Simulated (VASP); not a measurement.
In:

```xyz
1
Lattice="-1.5923 1.5923 2.4232 1.5923 -1.5923 2.4232 1.5923 1.5923 -2.4232" Properties=species:S:1:pos:R:3 pbc="T T T"
In    0.0000    0.0000    0.0000
```

Base run:

* Program: VASP 6.6.1
* Functional: PBE
* Potentials or basis: VASP PAW PBE potentials, release 64 (In_d)
* Cutoff: 520 eV
* k mesh: 11 × 11 × 11
* Occupations: fermi-dirac, width 0.05 eV
* Spin: no spin polarisation

Its results: pressure 5.3 GPa.

Question: After a change of settings the same cell gave: pressure 2.5 GPa. Which change was it?
A. functional from PBE to r2SCAN; further incar settings from ALGO = Normal; EDIFF = 1e-06; NBANDS = 12 to ALGO = Normal; EDIFF = 1e-07; NBANDS = 12
B. functional from PBE to LDA; potentials or basis from VASP PAW PBE potentials, release 64 (In_d) to VASP PAW LDA potentials, release 64 (In_d)
C. further incar settings from ALGO = Normal; EDIFF = 1e-06; NBANDS = 12 to ALGO = Normal; EDIFF = 1e-07; NBANDS = 12
D. functional from PBE to PBE0; k mesh from 11 × 11 × 11 to 6 × 6 × 6

Answer: D.

Caveats: some runs use coarse meshes; the PAW data sets were made with another functional, which shifts forces and pressure a little (some runs).
